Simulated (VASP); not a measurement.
# Be18H4C in VASP: single point with r2SCAN+D3(BJ)

Aim: the single point of Be18H4C with r2SCAN+D3(BJ).

All numbers are computed with VASP 6.6.1; they aren't measurements. Logs are shortened: lines on timing, memory, paths and dates and some standing lists are left out, and cuts for length are marked.

## Step 1: The cell of the first run

The cell holds a slab with vacuum, 23 atoms: a = 4.580 Å, b = 6.870 Å, c = 14.588 Å, α = 90.00°, β = 90.00°, γ = 60.00°.

## Step 2: Single point, r2SCAN+D3(BJ)

File POSCAR:

```
Be18H4C
1.0
    4.5800000000      0.0000000000      0.0000000000
    3.4350000000      5.9495950000      0.0000000000
    0.0000000000      0.0000000000     14.5884300000
Be C H
18 1 4
Direct
    0.0000000000      0.0000000000      0.0685475000
    0.5000000000      0.0000000000      0.0685475000
    0.0000000000      0.3333333000      0.0685475000
    0.5000000000      0.3333333000      0.0685475000
    0.0000000000      0.6666667000      0.0685475000
    0.5000000000      0.6666667000      0.0685475000
   -0.1699913531      0.2218189648      0.1944914141
    0.3360637386      0.2234026777      0.1948250680
   -0.1681300169      0.5598141476      0.1949309984
    0.3343081545      0.5523811232      0.1945712423
   -0.1621813382      0.8863889152      0.1946750970
    0.3288114322      0.8924106250      0.1947636272
   -0.0013655789      0.0013328298      0.3211205161
    0.5014642506     -0.0015588236      0.3208604618
    0.0000187158      0.3331558476      0.3209275939
    0.4998893216      0.3337998224      0.3206981438
    0.0017408216      0.6654615181      0.3207986049
    0.4979193112      0.6681960192      0.3209287555
    0.0003629594      0.5089384284      0.5740452273
    0.2247610110      0.3609265678      0.5485218138
   -0.0043386408      0.6594750250      0.5487274189
   -0.2228621803      0.5066693621      0.5500771128
    0.0038606177      0.5086185130      0.6486154148
```

File INCAR.step1:

```
PREC = Accurate
ENCUT = 520
ISMEAR = -1
SIGMA = 0.1
LREAL = Auto
LASPH = T
NELM = 100
NBANDS = 39
GGA = PE
ALGO = Normal
EDIFF = 1E-4
LWAVE = T
LCHARG = F
```

File INCAR.step2:

```
PREC = Accurate
ENCUT = 520
EDIFF = 1E-6
ISMEAR = -1
SIGMA = 0.1
LREAL = Auto
LASPH = T
NELM = 100
ALGO = Normal
ISIF = 2
LWAVE = F
LCHARG = F
METAGGA = R2SCAN
LMIXTAU = T
IVDW = 12
VDW_S6 = 1.0
VDW_S8 = 0.78981345
VDW_A1 = 0.49484001
VDW_A2 = 5.73083694
NBANDS = 39
ISTART = 1
```

File KPOINTS:

```
regular mesh
0
Gamma
  3 2 1
```

Potentials or basis: VASP PAW PBE potentials, release 64 (Be, C, H).

Started as:

```
$ cat potpaw_PBE.64/Be/POTCAR potpaw_PBE.64/C/POTCAR potpaw_PBE.64/H/POTCAR > POTCAR
$ cp INCAR.step1 INCAR
$ mpirun -np 1 vasp_std > vasp.out
$ cp INCAR.step2 INCAR
$ mpirun -np 1 vasp_std > vasp.out
```

OUTCAR:

```text
PREC = Accurate
   ENCUT = 520
   EDIFF = 1E-6
   ISMEAR = -1
   LREAL = Auto
   LASPH = T
   NELM = 100
   ISIF = 2
   METAGGA = R2SCAN
   IVDW = 12
   ISTART = 1
 IVDW          = 12

 ion  position               nearest neighbor table
   1  0.000  0.000  0.069-  12 2.26   7 2.26  11 2.26   5 2.29   3 2.29   2 2.29   2 2.29   6 2.29
                             4 2.29
   2  0.500  0.000  0.069-  12 2.27   8 2.27  11 2.28   6 2.29   4 2.29   1 2.29   1 2.29   5 2.29
                             3 2.29
   3  0.000  0.333  0.069-   7 2.27   8 2.27   9 2.28   1 2.29   4 2.29   4 2.29   2 2.29   6 2.29
                             5 2.29
   4  0.500  0.333  0.069-  10 2.25   7 2.26   8 2.26   2 2.29   3 2.29   3 2.29   1 2.29   5 2.29
                             6 2.29
   5  0.000  0.667  0.069-  11 2.26   9 2.26  10 2.27   1 2.29   6 2.29   6 2.29   2 2.29   4 2.29
                             3 2.29
   6  0.500  0.667  0.069-   9 2.27  10 2.27  12 2.28   2 2.29   5 2.29   5 2.29   1 2.29   3 2.29
                             4 2.29
   7  0.830  0.222  0.194-   4 2.26   8 2.26  16 2.26   1 2.26  13 2.27  10 2.27   3 2.27  12 2.27
                            15 2.28  11 2.29   8 2.32   9 2.33
   8  0.336  0.223  0.195-  16 2.25  10 2.26   7 2.26   4 2.26   2 2.27  15 2.27   3 2.27  14 2.27
                            12 2.29  11 2.31   9 2.31   7 2.32
   9  0.832  0.560  0.195-  17 2.25  11 2.26   5 2.26   6 2.27  18 2.27  10 2.28  15 2.28   3 2.28
[... 4 lines left out ...]
                            10 2.28   7 2.29   8 2.31  12 2.31
  12  0.329  0.892  0.195-   1 2.26  13 2.26  14 2.26   2 2.27  11 2.27  18 2.27   7 2.27   6 2.28
                             8 2.29   9 2.29  11 2.31  10 2.32
  13  0.999  0.001  0.321-  12 2.26   7 2.27  11 2.27  15 2.28  16 2.28  14 2.29  18 2.29  14 2.29
                            17 2.30
  14  0.501  0.998  0.321-  12 2.26  11 2.27   8 2.27  18 2.28  13 2.29  17 2.29  13 2.29  15 2.30
                            16 2.30
  15  0.000  0.333  0.321-   8 2.27   7 2.28   9 2.28  13 2.28  17 2.29  16 2.29  16 2.29  14 2.30
                            18 2.30
  16  0.500  0.334  0.321-  10 2.25   8 2.25   7 2.26  17 2.28  13 2.28  15 2.29  15 2.29  18 2.29
                            14 2.30
  17  0.002  0.665  0.321-   9 2.25  11 2.26  10 2.27  16 2.28  18 2.28  15 2.29  14 2.29  18 2.30
                            13 2.30
  18  0.498  0.668  0.321-   9 2.27  12 2.27  14 2.28  10 2.28  17 2.28  13 2.29  16 2.29  17 2.30
                            15 2.30
  19  0.000  0.509  0.574-  23 1.09  22 1.09  20 1.09  21 1.09
  20  0.225  0.361  0.549-  19 1.09
  21  0.996  0.659  0.549-  19 1.09
  22  0.777  0.507  0.550-  19 1.09
  23  0.004  0.509  0.649-  19 1.09

  LATTYP: Found a simple monoclinic cell.
 ALAT       =     4.5800000000
 B/A-ratio  =     3.1852467249
 C/A-ratio  =     1.3228757576
 COS(beta)  =    -0.1889822219

  Lattice vectors:

 A1 = (   4.5800000000,   0.0000000000,   0.0000000000)
 A2 = (   0.0000000000,   0.0000000000, -14.5884300000)
 A3 = (  -1.1450000000,   5.9495950000,   0.0000000000)

Analysis of symmetry for initial positions (statically):
=====================================================================
 Subroutine PRICEL returns:
 Original cell was already a primitive cell.

 Routine SETGRP: Setting up the symmetry group for a
 simple monoclinic supercell.

 Subroutine GETGRP returns: Found  1 space group operations
 (whereof  1 operations were pure point group operations)
 out of a pool of  4 trial point group operations.

The static configuration has the point symmetry C_1 .

Analysis of symmetry for dynamics (positions and initial velocities):
=====================================================================
 Subroutine PRICEL returns:
 Original cell was already a primitive cell.

 Routine SETGRP: Setting up the symmetry group for a
 simple monoclinic supercell.

 Subroutine GETGRP returns: Found  1 space group operations
 (whereof  1 operations were pure point group operations)
 out of a pool of  4 trial point group operations.

The dynamic configuration has the point symmetry C_1 .

 Subroutine INISYM returns: Found  1 space group operations
 (whereof  1 operations are pure point group operations),
 and found     1 'primitive' translations

----------------------------------------------------------------------------------------

                                     Primitive cell

  volume of cell :     397.5222

[... 89 lines left out ...]
|     Your reciprocal lattice and k-lattice belong to different lattice       |
|     classes:                                                                |
|                                                                             |
|        The reciprocal lattice is simple monoclinic,                         |
|        whereas your k-lattice is hexagonal.                                 |
|                                                                             |
|     Results are often still useful ...                                      |
|                                                                             |
 -----------------------------------------------------------------------------

 Subroutine IBZKPT returns following result:
 ===========================================

 Found      4 irreducible k-points:

 Following reciprocal coordinates:
            Coordinates               Weight
  0.000000  0.000000  0.000000      1.000000
  0.333333  0.000000  0.000000      2.000000
  0.000000  0.500000  0.000000      1.000000
  0.333333  0.500000  0.000000      2.000000
   k-points           NKPTS =      4   k-points in BZ     NKDIM =      4   number of bands    NBANDS=     39
   number of dos      NEDOS =    301   number of ions     NIONS =     23
   total plane-waves  NPLWV = 209952
   dimension x,y,z NGX =    36 NGY =   54 NGZ =  108
   dimension x,y,z NGXF=    72 NGYF=  108 NGZF=  216
   ions per type =              18   1   4
   NGX,Y,Z   is equivalent  to a cutoff of  13.07, 13.07, 12.31 a.u.
   NGXF,Y,Z  is equivalent  to a cutoff of  26.13, 26.13, 24.61 a.u.
 SYSTEM =  unknown system
   PREC   = accura    normal or accurate (medium, high low for compatibility)
   ISTART =      1    job   : 0-new  1-cont  2-samecut
   ICHARG =      0    charge: 1-file 2-atom 10-const
   ISPIN  =      1    spin polarized calculation?
   LNONCOLLINEAR =      F non collinear calculations
   LSORBIT =      F    spin-orbit coupling
   LASPH  =      T    aspherical Exc in radial PAW
   ENCUT  =  520.0 eV  38.22 Ry    6.18 a.u.   8.52 12.77 27.12*2*pi/ulx,y,z
   NELM   =    100;   NELMIN=  2; NELMDL=  0     # of ELM steps
   EDIFF  = 0.1E-05   stopping-criterion for ELM
   LREAL  =      T    real-space projection
   EDIFFG = 0.1E-04   stopping-criterion for IOM
   NSW    =      0    number of steps for IOM
   IBRION =     -1    ionic relax: 0-MD 1-quasi-New 2-CG
   NFREE  =      0    steps in history (QN), initial steepest desc. (CG)
   ISIF   =      2    stress and relaxation
   ISYM   =      2    0-nonsym 1-usesym 2-fastsym
   POTIM  = 0.5000    time-step for ionic-motion
   TEBEG  =    0.0;   TEEND  =   0.0 temperature during run
   PSTRESS=    0.0 pullay stress
   NELECT =      44.0000    total number of electrons
   NUPDOWN=      -1.0000    fix difference up-down
   EMIN   =  10.00;   EMAX   =-10.00  energy-range for DOS
   EFERMI =   0.00;   METHOD = LEGACY
   ISMEAR =    -1;   SIGMA  =   0.10  broadening in eV -4-tet -1-fermi 0-gaus
   EFERMI_NEDOS =   21; number of points for ismear=-14 and -15
   IALGO  =     38    algorithm
   IMIX   =      4    mixing-type and parameters
     AMIX     =   0.40;   BMIX     =  1.00
     AMIX_MAG =   1.60;   BMIX_MAG =  1.00
  volume/ion in A,a.u.               =      17.28       116.64
  Fermi-wavevector in a.u.,A,eV,Ry     =   0.786029  1.485379  8.406245  0.617842
  Thomas-Fermi vector in A             =   1.890485
   LORBIT       =      0    0 simple, 1 ext, 2 COOP (PROOUT), +10 PAW based schemes
   METAGGA = R2SCAN    functional components
   LHFCALC =     F    Hartree Fock is set to
   AEXX    =    0.0000 exact exchange contribution
   IVDW    =    12    specifies the selected vdW correction
   LEPSILON=     F    determine dielectric tensor
   LRPA    =     F    only Hartree local field effects (RPA)
 non-spin polarized calculation
  energy-cutoff  :      520.00
  volume of cell :      397.52
 maximum number of plane-waves:     10710
 NGX is ok and might be reduce to    36
   NGX = 17   NGY = 25   NGZ = 55

 number of electron      44.0000001 magnetization

 Free energy of the ion-electron system (eV)
  ---------------------------------------------------
  ext. energy  EPLUGINS =         0.00000000
  ---------------------------------------------------
  free energy    TOTEN  =       -96.70112880 eV

  energy without entropy =      -96.40847276  energy(sigma->0) =      -96.55480078

 E-fermi :  -0.6092     XC(G=0):  -6.1958

 val. band max:       -0.6143929795   @ k =   0.3333   0.0000   0.0000
 cond. band min:       0.2201590591   @ k =   0.3333   0.0000   0.0000
 fundamental gap:      0.8345520385
 Fermi energy:        -0.6092480463

 k-point     1 :       0.0000    0.0000    0.0000
  band No.  band energies     occupation
      1     -13.4587      2.00000
      2     -10.9075      2.00000
      3      -8.6169      2.00000
      4      -7.4945      2.00000
      5      -7.4935      2.00000
      6      -5.3543      2.00000
[... 137 lines left out ...]
     33       5.0549      0.00000
     34       5.0713      0.00000
 [bands above 34 left out]

------------------------ aborting loop because EDIFF is reached ----------------------------------------

 Edisp (eV)   -1.76629

 E8    (eV) :    -0.4751

  FORCE on cell =-STRESS in cart. coord.  units (eV):
  Direction    XX          YY          ZZ          XY          YZ          ZX
  --------------------------------------------------------------------------------------
  -------------------------------------------------------------------------------------
  Total     -15.51776   -15.99713     0.00906     0.05065    -0.00689     0.00258
  in kB     -62.54294   -64.47496     0.03653     0.20414    -0.02777     0.01042
  external pressure =      -42.33 kB  Pullay stress =        0.00 kB

 VOLUME and BASIS-vectors are now :
 -----------------------------------------------------------------------------
  energy-cutoff  :      520.00
  volume of cell :      397.52
      direct lattice vectors                 reciprocal lattice vectors
     4.580000000  0.000000000  0.000000000     0.218340611 -0.126059001  0.000000000
     3.435000000  5.949595000  0.000000000     0.000000000  0.168078668  0.000000000
     0.000000000  0.000000000 14.588430000     0.000000000  0.000000000  0.068547472

 POSITION                                       TOTAL-FORCE (eV/Angst)
 -----------------------------------------------------------------------------------
      0.00000      0.00000      1.00000        -0.019049      0.038130     -0.010340
      2.29000      0.00000      1.00000         0.022592     -0.041811     -0.003537
      1.14500      1.98320      1.00000        -0.019974      0.005587     -0.008430
      3.43500      1.98320      1.00000         0.017037     -0.007280     -0.007836
      2.29000      3.96640      1.00000         0.038801     -0.046545     -0.000558
      4.58000      3.96640      1.00000        -0.040256      0.046944     -0.011687
[... 15 lines left out ...]
      5.29970      3.01448      8.02476        -0.051882      0.000740     -0.028515
      1.76479      3.02607      9.46228         0.001459      0.001415      0.049917
 -----------------------------------------------------------------------------------
    total drift:                               -0.001976      0.004255     -0.000677

  FREE ENERGIE OF THE ION-ELECTRON SYSTEM (eV)
  ---------------------------------------------------
  free  energy   TOTEN  =       -98.4674228889 eV

  energy  without entropy=      -98.1747668485  energy(sigma->0) =      -98.32109487
```

Wall time 15 min (1 thread of Intel Xeon 8259CL, shared host); peak memory 0.56 GiB.

Results:

```
Free energy                : -98.4674 eV
Largest force              : 0.063 eV/Å
Band gap on the k mesh     : zero (bands 22 and 23 overlap by 0.05 eV)
Dispersion energy per atom : -0.077 eV
```

Forces on the atoms (eV/Å):
```
Be  -0.019  0.038 -0.010
Be   0.023 -0.042 -0.004
Be  -0.020  0.006 -0.008
Be   0.017 -0.007 -0.008
Be   0.039 -0.047 -0.001
Be  -0.040  0.047 -0.012
Be  -0.013  0.006  0.017
Be   0.015 -0.018 -0.005
Be  -0.008  0.005 -0.012
Be   0.006  0.001  0.004
Be   0.014 -0.001  0.010
Be  -0.012  0.020 -0.010
Be  -0.005 -0.004  0.001
Be   0.011  0.020  0.009
Be  -0.037  0.003  0.005
Be   0.032 -0.021  0.008
Be   0.022  0.012  0.005
Be  -0.023 -0.019  0.009
C    0.001  0.003  0.035
H    0.025 -0.042 -0.029
H    0.022  0.040 -0.027
H   -0.052  0.001 -0.029
H    0.001  0.001  0.050
```

Caveat: the k points lie up to 0.53 Å⁻¹ apart; there is no dipole correction, which matters where the two faces differ; the PAW data sets were made with another functional, which shifts forces and pressure a little.

The gap in the log of VASP goes by the Fermi energy; the results here count the filled bands.